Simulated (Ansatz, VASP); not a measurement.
# TiO2: VASP beside Ansatz

File INCAR:

```
PREC = Accurate
ENCUT = 520
EDIFF = 1E-6
ISMEAR = 0
SIGMA = 0.05
LREAL = False
LASPH = True
NELM = 80
ALGO = Normal
ISIF = 2
LWAVE = False
LCHARG = False
GGA = PE
NBANDS = 33
```

Contents of KPOINTS:

```
regular mesh
0
Gamma
  6 6 10
```

POSCAR

```
TiO2
1.0
    4.6048595979      0.0000000000      0.0000000000
    0.0000000000      4.6048595979      0.0000000000
    0.0000000000      0.0000000000      2.9392636202
Ti O
2 4
Direct
    0.0000000000      0.0000000000      0.0156977583
    0.5000000000      0.5000000000      0.5156977583
    0.3050970583      0.3050970583     -0.0234828613
    0.1949029417      0.8050970583      0.4765171387
    0.6949029417      0.6949029417     -0.0234828613
    0.8050970583      0.1949029417      0.4765171387
```

Input for Ansatz:

```yaml
crystal:
  lattice:
    - [4.6048595979, 0.0, 0.0]
    - [0.0, 4.6048595979, 0.0]
    - [0.0, 0.0, 2.9392636202]
  atoms:
    - { symbol: Ti, position: [0.0, 0.0, 0.0156977583] }
    - { symbol: Ti, position: [0.5, 0.5, 0.5156977583] }
    - { symbol: O, position: [0.3050970583, 0.3050970583, -0.0234828613] }
    - { symbol: O, position: [0.1949029417, 0.8050970583, 0.4765171387] }
    - { symbol: O, position: [0.6949029417, 0.6949029417, -0.0234828613] }
    - { symbol: O, position: [0.8050970583, 0.1949029417, 0.4765171387] }
basis:
  ecutwfc: 520.0
kpoints:
  mp_grid: { grid: [6, 6, 10] }
hamiltonian:
  xc: pbe
  pseudopotentials: { kind: paw, azcp: { folder: soft_1 } }
scf:
  occupations: { method: gaussian, width: 0.05 }
output:
  forces: true
  stress: true
  eigenvalues: true
```

Change from the starting cell: mode 1 frozen in at -0.070 Å, equal normal strain along x, y and z -0.0083.

Alike in both runs: task single point; functional PBE; k mesh 6 × 6 × 10; occupations gaussian, width 0.05 eV; no spin polarisation.

|  | VASP | Ansatz |
| --- | --- | --- |
| version | VASP 6.6.1 | Ansatz 0.2.0 |
| potentials or method | VASP PAW PBE potentials, release 64 (Ti_sv, O), cutoff 520 eV | scalar-relativistic, plane waves, PAW |
| valence electrons in the cell | 48 | 48 |

|  | VASP | Ansatz | Ansatz less VASP |
| --- | --- | --- | --- |
| gap on the k mesh at the Fermi level (eV) | 2.11 | 2.14 | +0.028 |
| least direct gap on the mesh (eV) | 2.29 | 2.32 | +0.028 |
| pressure (GPa) | 8.6 | 8.0 | -0.67 |
| traceless stress, the component that is largest in VASP (GPa) | 1.98 | 1.73 | -0.248 |
| rms of the force components (eV/Å) | 0.193 | 0.168 | -0.0257 |

Atom by atom the forces differ by 0.027 eV/Å (rms over components).
